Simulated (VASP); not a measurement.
Set up this calculation in VASP 6.6.1, as the native input.

```
Task                   : single point
Functional             : LDA
Potentials or basis    : VASP PAW LDA potentials, release 64 (Pb_d, S)
Cutoff                 : 520 eV
k mesh                 : 6 × 6 × 6
Occupations            : fermi-dirac, width 0.02 eV
Spin                   : no spin polarisation
Dipole correction      : no
Further INCAR settings : ALGO = Normal; EDIFF = 1e-07; NBANDS = 17
```

The structure of PbS lies in POSCAR:

```
PbS
1.0
    3.5375679456      0.0000000000      0.0000000000
    0.0000000000      3.5375679456      0.0000000000
    0.0000000000      0.0000000000      3.5375679456
Pb S
1 1
Direct
    0.0000000000      0.0000000000      0.0000000000
    0.5000000000      0.5000000000      0.5000000000
```

One way to write it, as run:

INCAR

```
ALGO = Normal ; EDIFF = 1E-7
ENCUT = 520 ; GGA = CA
ISIF = 2 ; ISMEAR = -1
LASPH = T ; LCHARG = F
LREAL = F ; LWAVE = F
NBANDS = 17 ; NELM = 60
PREC = Accurate ; SIGMA = 0.02
```

KPOINTS

```
k-points
0
Gamma
  6 6 6
```

Potentials or basis: VASP PAW LDA potentials, release 64 (Pb_d, S).

Launch:

```console
$ cat potpaw_LDA.64/Pb_d/POTCAR potpaw_LDA.64/S/POTCAR > POTCAR
$ mpirun -np 1 vasp_std > vasp.out
```

It gave:

The pressure is 0.0 GPa and the band gap on the k mesh is zero (band 10 reaches 7.19 eV, above the bottom of band 11 at 6.21 eV).

Caveat: spin-orbit coupling is left out, which moves the levels of the heavy elements.

It took 8.3 s on 1 thread of AMD EPYC 7R13 Processor (Zen 3), with other jobs on the host, peak memory 0.12 GiB.
